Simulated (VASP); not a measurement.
**NaCl: elastic constants with PBEsol**

The system is NaCl.

```
Na Cl
1.0
     0.00000    2.76737    2.76737
     2.76737    0.00000    2.76737
     2.76737    2.76737    0.00000
Na Cl
1 1
Direct
  0.00000 0.00000 0.00000
  0.50000 0.50000 0.50000
```

```json
{
 "Program": "VASP 6.6.1",
 "Task": "elastic constants",
 "Functional": "PBEsol",
 "Potentials or basis": "VASP PAW PBE potentials, release 64 (Na_pv, Cl)",
 "Cutoff": "600 eV",
 "k mesh": "8 × 8 × 8",
 "Occupations": "gaussian, width 0.01 eV",
 "Spin": "no spin polarisation",
 "Dipole correction": "no",
 "Ions in elastic constants": "relaxed",
 "Further INCAR settings": "ALGO = Normal; EDIFF = 1e-08; IBRION = 6; POTIM = 0.015; NSW = 1; ISIF = 3"
}
```

The elastic constants C11, C12, C44 are 66, 12, 12 GPa. The voigt bulk modulus is 30 GPa and the highest phonon frequency at Γ, LO-TO splitting left out is 184 cm⁻¹.

Phonon frequencies in cm⁻¹ (negative: imaginary):
| q point | frequencies |
| --- | --- |
| (0.000, 0.000, 0.000) | 0 0 0 184 184 184 |

Elastic tensor in Voigt notation (GPa, in the Cartesian axes of the cell as first typed):
```
66 12 12  0  0  0
12 66 12  0  0  0
12 12 66  0  0  0
 0  0  0 12  0  0
 0  0  0  0 12  0
 0  0  0  0  0 12
```

Clamped-ion elastic tensor (GPa):
```
66 12 12  0  0  0
12 66 12  0  0  0
12 12 66  0  0  0
 0  0  0 12  0  0
 0  0  0  0 12  0
 0  0  0  0  0 12
```

Wall time 3.3 min on 1 thread of Intel(R) Xeon(R) 6975P-C (Granite Rapids), on a shared host, peak memory 0.27 GiB.

Caveat: the cell is under stress, which shifts elastic constants; the PAW data sets were made with another functional, which shifts forces and pressure a little.
